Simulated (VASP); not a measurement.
# Sn (Immm) in VASP: settings compared

The runs below take Sn through single point, with LDA, PBEsol.

Program: VASP 6.6.1. These are calculated values, not measurements. Logs are shortened: lines on timing, memory, paths and dates and some standing lists are left out, and cuts for length are marked.

## Step 1: The cell of the first run

It takes space group Immm (No. 71, orthorhombic). The conventional cell has a = 3.521 Å, b = 3.621 Å, c = 4.768 Å, α = 90.00°, β = 90.00°, γ = 90.00°. Within 4.6 Å of Sn (site symmetry mmm) lie 12 Sn at 3.47 to 3.62 Å.

## Step 2: Single point, LDA

File INCAR:

```
PREC = Accurate ; ENCUT = 520
EDIFF = 1E-6 ; ISMEAR = -1
SIGMA = 0.05 ; LREAL = False
LASPH = True ; NELM = 80
ALGO = Normal ; ISIF = 2
LWAVE = False ; LCHARG = False
GGA = CA ; NBANDS = 13
```

File KPOINTS:

```
regular mesh
0
Gamma
  11 11 11
```

File POSCAR:

```
Sn
1.0
   -1.7604013028      1.8103704880      2.3842034864
    1.7604013028     -1.8103704880      2.3842034864
    1.7604013028      1.8103704880     -2.3842034864
Sn
1
Direct
    0.0000000000      0.0000000000      0.0000000000
```

Potentials or basis: VASP PAW LDA potentials, release 64 (Sn_d).

Started as:

```sh
$ cat potpaw_LDA.64/Sn_d/POTCAR > POTCAR
$ mpirun -np 1 vasp_std > vasp.out
```

OUTCAR:

```text
PREC = Accurate
   ENCUT = 520
   EDIFF = 1E-6
   ISMEAR = -1
   LREAL = False
   LASPH = True
   NELM = 80
   ISIF = 2
   GGA = CA

 ion  position               nearest neighbor table
   1  0.000  0.000  0.000-

  LATTYP: Found a body centered orthorhombic cell.
 ALAT       =     3.5208026056
 B/A-ratio  =     1.0283851103
 C/A-ratio  =     1.3543522620

  Lattice vectors:

 A1 = (  -1.7604013028,   1.8103704880,   2.3842034864)
 A2 = (   1.7604013028,  -1.8103704880,   2.3842034864)
 A3 = (   1.7604013028,   1.8103704880,  -2.3842034864)

Analysis of symmetry for initial positions (statically):
=====================================================================
 Subroutine PRICEL returns:
 Original cell was already a primitive cell.

 Routine SETGRP: Setting up the symmetry group for a
 body centered orthorhombic supercell.

 Subroutine GETGRP returns: Found  8 space group operations
 (whereof  8 operations were pure point group operations)
 out of a pool of  8 trial point group operations.

The static configuration has the point symmetry D_2h.

Analysis of symmetry for dynamics (positions and initial velocities):
=====================================================================
 Subroutine PRICEL returns:
 Original cell was already a primitive cell.

 Routine SETGRP: Setting up the symmetry group for a
 body centered orthorhombic supercell.

 Subroutine GETGRP returns: Found  8 space group operations
 (whereof  8 operations were pure point group operations)
 out of a pool of  8 trial point group operations.

The dynamic configuration has the point symmetry D_2h.

 Subroutine INISYM returns: Found  8 space group operations
 (whereof  8 operations are pure point group operations),
 and found     1 'primitive' translations

----------------------------------------------------------------------------------------

                                     Primitive cell

  volume of cell :      30.3936

  direct lattice vectors                    reciprocal lattice vectors
    -1.760401303  1.810370488  2.384203486     0.000000000  0.276186561  0.209713644
     1.760401303 -1.810370488  2.384203486     0.284026147  0.000000000  0.209713644
     1.760401303  1.810370488 -2.384203486     0.284026147  0.276186561  0.000000000

  length of vectors
     3.472877815  3.472877815  3.472877815     0.346783548  0.353059010  0.396168991

  position of ions in fractional coordinates (direct lattice)
     0.000000000  0.000000000  0.000000000

  ion indices of the primitive-cell ions
   primitive index   ion index
                 1           1

----------------------------------------------------------------------------------------

 KPOINTS: regular mesh

Automatic generation of k-mesh.
 Grid dimensions read from file:
 generate k-points for:   11   11   11

 Generating k-lattice:

  Cartesian coordinates                     Fractional coordinates (reciprocal lattice)
     0.000000000  0.025107869  0.019064877     0.090909091  0.000000000  0.000000000
     0.025820559  0.000000000  0.019064877     0.000000000  0.090909091  0.000000000
     0.025820559  0.025107869  0.000000000     0.000000000  0.000000000  0.090909091

  Length of vectors
     0.031525777  0.032096274  0.036015363

  Shift w.r.t. Gamma in fractional coordinates (k-lattice)
     0.000000000  0.000000000  0.000000000

 Subroutine IBZKPT returns following result:
 ===========================================

 Found    216 irreducible k-points:

 Following reciprocal coordinates:
            Coordinates               Weight
  0.000000  0.000000  0.000000      1.000000
  0.090909  0.000000  0.000000      4.000000
  0.181818  0.000000  0.000000      4.000000
  0.272727  0.000000  0.000000      4.000000
  0.363636 -0.000000  0.000000      4.000000
  0.454545  0.000000  0.000000      4.000000
[... 16 lines left out ...]
  0.454545  0.181818  0.000000      8.000000
 -0.454545  0.181818  0.000000      8.000000
 [... further k-points ...]
   k-points           NKPTS =    216   k-points in BZ     NKDIM =    216   number of bands    NBANDS=     13
   number of dos      NEDOS =    301   number of ions     NIONS =      1
   total plane-waves  NPLWV =  21952
   dimension x,y,z NGX =    28 NGY =   28 NGZ =   28
   dimension x,y,z NGXF=    56 NGYF=   56 NGZF=   56
   ions per type =               1
   NGX,Y,Z   is equivalent  to a cutoff of  13.40, 13.40, 13.40 a.u.
   NGXF,Y,Z  is equivalent  to a cutoff of  26.81, 26.81, 26.81 a.u.
 SYSTEM =  unknown system
   PREC   = accura    normal or accurate (medium, high low for compatibility)
   ISTART =      0    job   : 0-new  1-cont  2-samecut
   ICHARG =      2    charge: 1-file 2-atom 10-const
   ISPIN  =      1    spin polarized calculation?
   LNONCOLLINEAR =      F non collinear calculations
   LSORBIT =      F    spin-orbit coupling
   LASPH  =      T    aspherical Exc in radial PAW
   ENCUT  =  520.0 eV  38.22 Ry    6.18 a.u.   6.46  6.46  6.46*2*pi/ulx,y,z
   NELM   =     80;   NELMIN=  2; NELMDL= -5     # of ELM steps
   EDIFF  = 0.1E-05   stopping-criterion for ELM
   LREAL  =      F    real-space projection
   EDIFFG = 0.1E-04   stopping-criterion for IOM
   NSW    =      0    number of steps for IOM
   IBRION =     -1    ionic relax: 0-MD 1-quasi-New 2-CG
   NFREE  =      0    steps in history (QN), initial steepest desc. (CG)
   ISIF   =      2    stress and relaxation
   ISYM   =      2    0-nonsym 1-usesym 2-fastsym
   POTIM  = 0.5000    time-step for ionic-motion
   TEBEG  =    0.0;   TEEND  =   0.0 temperature during run
   PSTRESS=    0.0 pullay stress
   NELECT =      14.0000    total number of electrons
   NUPDOWN=      -1.0000    fix difference up-down
   EMIN   =  10.00;   EMAX   =-10.00  energy-range for DOS
   EFERMI =   0.00;   METHOD = LEGACY
   ISMEAR =    -1;   SIGMA  =   0.05  broadening in eV -4-tet -1-fermi 0-gaus
   EFERMI_NEDOS =   21; number of points for ismear=-14 and -15
   IALGO  =     38    algorithm
   IMIX   =      4    mixing-type and parameters
     AMIX     =   0.40;   BMIX     =  1.00
     AMIX_MAG =   1.60;   BMIX_MAG =  1.00
  volume/ion in A,a.u.               =      30.39       205.11
  Fermi-wavevector in a.u.,A,eV,Ry     =   1.264319  2.389217 21.748950  1.598503
  Thomas-Fermi vector in A             =   2.397630
   LORBIT       =      0    0 simple, 1 ext, 2 COOP (PROOUT), +10 PAW based schemes
   GGA     = CA    functional components
   LHFCALC =     F    Hartree Fock is set to
   AEXX    =    0.0000 exact exchange contribution
   IVDW    =     0    specifies the selected vdW correction
   LEPSILON=     F    determine dielectric tensor
   LRPA    =     F    only Hartree local field effects (RPA)
 non-spin polarized calculation
  energy-cutoff  :      520.00
  volume of cell :       30.39
 maximum number of plane-waves:       841
 NGX is ok and might be reduce to    28
   NGX = 13   NGY = 13   NGZ = 13

 number of electron      14.0000003 magnetization

 Free energy of the ion-electron system (eV)
  ---------------------------------------------------
  ext. energy  EPLUGINS =         0.00000000
  ---------------------------------------------------
  free energy    TOTEN  =        -4.34009942 eV

  energy without entropy =       -4.33696421  energy(sigma->0) =       -4.33853182

 E-fermi :   6.5887     XC(G=0): -10.0870

 val. band max:        6.5291016619   @ k =  -0.3636  -0.3636   0.3636
 cond. band min:       6.6343010480   @ k =   0.1818   0.1818   0.1818
 fundamental gap:      0.1051993860
 Fermi energy:         6.5886907178

 k-point     1 :       0.0000    0.0000    0.0000
  band No.  band energies     occupation
      1     -14.8555      2.00000
      2     -14.8420      2.00000
      3     -14.8277      2.00000
      4     -14.8038      2.00000
      5     -14.7715      2.00000
      6      -3.8116      2.00000
      7      13.0561      0.00000
      8      13.2059      0.00000
      9      13.5507      0.00000
     10      17.2216      0.00000
     11      17.4521      0.00000
     12      17.9322      0.00000
     13      18.0884      0.00000

 k-point     2 :       0.0909    0.0000    0.0000
  band No.  band energies     occupation
      1     -14.8521      2.00000
      2     -14.8375      2.00000
      3     -14.8265      2.00000
      4     -14.8022      2.00000
      5     -14.7722      2.00000
      6      -3.6609      2.00000
      7      11.6604      0.00000
      8      13.0270      0.00000
      9      13.2854      0.00000
     10      16.4633      0.00000
     11      18.0084      0.00000
     12      18.4343      0.00000
     13      19.4674      0.00000

 k-point     3 :       0.1818    0.0000    0.0000
  band No.  band energies     occupation
      1     -14.8454      2.00000
      2     -14.8321      2.00000
      3     -14.8237      2.00000
      4     -14.7911      2.00000
      5     -14.7719      2.00000
      6      -3.2099      2.00000
      7       9.1373      0.00000
      8      12.7158      0.00000
      9      12.7497      0.00000
     10      16.0480      0.00000
     11      18.3938      0.00000
     12      18.4151      0.00000
     13      19.3229      0.00000

 k-point     4 :       0.2727    0.0000    0.0000
  band No.  band energies     occupation
      1     -14.8407      2.00000
      2     -14.8345      2.00000
      3     -14.8225      2.00000
      4     -14.7669      2.00000
      5     -14.7652      2.00000
      6      -2.4674      2.00000
      7       6.6490      0.46101
      8      12.1383      0.00000
      9      12.4657      0.00000
     10      15.8360      0.00000
     11      17.5879      0.00000
     12      17.6968      0.00000
     13      19.1251      0.00000

 k-point     5 :       0.3636   -0.0000    0.0000
  band No.  band energies     occupation
      1     -14.8395      2.00000
      2     -14.8394      2.00000
      3     -14.8244      2.00000
      4     -14.7534      2.00000
      5     -14.7417      2.00000
      6      -1.4733      2.00000
      7       4.4450      2.00000
      8      11.6996      0.00000
      9      12.2551      0.00000
     10      15.8035      0.00000
     11      16.9649      0.00000
     12      17.0383      0.00000
     13      18.1795      0.00000

 k-point     6 :       0.4545    0.0000    0.0000
  band No.  band energies     occupation
      1     -14.8429      2.00000
      2     -14.8399      2.00000
      3     -14.8261      2.00000
      4     -14.7447      2.00000
      5     -14.7262      2.00000
      6      -0.4476      2.00000
      7       2.8044      2.00000
      8      11.4663      0.00000
      9      12.1469      0.00000
     10      15.8643      0.00000
     11      16.6454      0.00000
     12      16.7224      0.00000
     13      17.5583      0.00000

 k-point     7 :       0.0000    0.0909    0.0000
  band No.  band energies     occupation
      1     -14.8503      2.00000
      2     -14.8400      2.00000
      3     -14.8239      2.00000
      4     -14.8030      2.00000
      5     -14.7727      2.00000
      6      -3.6545      2.00000
      7      12.0380      0.00000
      8      12.7964      0.00000
      9      13.1491      0.00000
     10      16.3277      0.00000
     11      17.8402      0.00000
     12      18.3728      0.00000
     13      19.2230      0.00000
[... 193 lines left out ...]
 k-point    20 :       0.1818    0.1818   -0.0000
  band No.  band energies     occupation
      1     -14.8364      2.00000
      2     -14.8321      2.00000
      3     -14.8009      2.00000
      4     -14.7901      2.00000
      5     -14.7551      2.00000
      6      -2.1537      2.00000
      7       7.4382      0.00000
      8       8.6355      0.00000
      9      12.6998      0.00000
     10      16.5675      0.00000
     11      17.4693      0.00000
     12      18.5192      0.00000
     13      19.1672      0.00000

 k-point    21 :       0.2727    0.1818   -0.0000
  band No.  band energies     occupation
      1     -14.8380      2.00000
      2     -14.8267      2.00000
      3     -14.8006      2.00000
      4     -14.7752      2.00000
      5     -14.7462      2.00000
      6      -1.2331      2.00000
      7       5.4609      2.00000
      8       8.0755      0.00000
      9      11.9990      0.00000
     10      15.5721      0.00000
     11      18.1453      0.00000
     12      18.6596      0.00000
     13      19.7936      0.00000

 k-point    22 :       0.3636    0.1818    0.0000
  band No.  band energies     occupation
      1     -14.8443      2.00000
      2     -14.8189      2.00000
      3     -14.8029      2.00000
      4     -14.7574      2.00000
      5     -14.7441      2.00000
      6      -0.1957      2.00000
      7       3.7045      2.00000
      8       8.0281      0.00000
      9      11.2940      0.00000
     10      14.7354      0.00000
     11      18.2705      0.00000
     12      19.1851      0.00000
     13      21.3180      0.00000

 k-point    23 :       0.4545    0.1818    0.0000
  band No.  band energies     occupation
      1     -14.8497      2.00000
      2     -14.8165      2.00000
      3     -14.8019      2.00000
      4     -14.7595      2.00000
      5     -14.7355      2.00000
      6       0.1950      2.00000
      7       3.1490      2.00000
      8       8.3088      0.00000
      9      10.7644      0.00000
     10      14.1729      0.00000
     11      18.5212      0.00000
     12      19.7112      0.00000
     13      21.5213      0.00000

 k-point    24 :      -0.4545    0.1818    0.0000
  band No.  band energies     occupation
      1     -14.8541      2.00000
      2     -14.8212      2.00000
      3     -14.7986      2.00000
      4     -14.7666      2.00000
      5     -14.7340      2.00000
      6      -0.6643      2.00000
      7       4.4201      2.00000
      8       8.8782      0.00000
      9      10.4772      0.00000
     10      13.9147      0.00000
     11      18.5152      0.00000
     12      19.6628      0.00000
     13      20.8874      0.00000

 [... further k-points ...]
[... 5 lines left out ...]
  --------------------------------------------------------------------------------------
  -------------------------------------------------------------------------------------
  Total       -1.1722444     -1.4270290     -1.1705993      0.0000000      0.0000000      0.0000000
  in kB      -61.7939975    -75.2247797    -61.7072782      0.0000000      0.0000000      0.0000000
  external PRESSURE =     -66.2420185 kB  Pullay stress =       0.0000000 kB

 VOLUME and BASIS-vectors are now :
 -----------------------------------------------------------------------------
  energy-cutoff  :      520.00
  volume of cell :       30.39
      direct lattice vectors                 reciprocal lattice vectors
    -1.760401303  1.810370488  2.384203486     0.000000000  0.276186561  0.209713644
     1.760401303 -1.810370488  2.384203486     0.284026147  0.000000000  0.209713644
     1.760401303  1.810370488 -2.384203486     0.284026147  0.276186561  0.000000000

 POSITION                                       TOTAL-FORCE (eV/Angst)
 -----------------------------------------------------------------------------------
      0.00000      0.00000      0.00000         0.000000      0.000000     -0.000000
 -----------------------------------------------------------------------------------
    total drift:                               -0.000000      0.000000      0.000000

  FREE ENERGIE OF THE ION-ELECTRON SYSTEM (eV)
  ---------------------------------------------------
  free  energy   TOTEN  =        -4.3400994206 eV

  energy  without entropy=       -4.3369642132  energy(sigma->0) =       -4.33853182
```

Run time: 34 s. Hardware: 1 thread of AMD EPYC 9R45 (Zen 5), shared host; peak memory 0.17 GiB.

What came out:

| Item | Value |
| --- | --- |
| Free energy | -4.3401 eV |
| Pressure | -6.6 GPa |
| Band gap on the k mesh | zero (band 7 reaches 13.06 eV, above the bottom of band 8 at 4.99 eV) |

Stress tensor (GPa, compression positive):
```
-6.18  0.00  0.00
 0.00 -7.52  0.00
 0.00  0.00 -6.17
```

Levels at points of the mesh, in eV from the Fermi level:
```
           k point  band 4  band 5  band 6  band 7  band 8  band 9  band 10  band 11
(0.00, 0.00, 0.00)  -21.39  -21.36  -10.40    6.47    6.62    6.96    10.63    10.86
```

Caveat: spin-orbit coupling is left out, which moves the levels of the heavy elements.

[end of part 1 of 2]
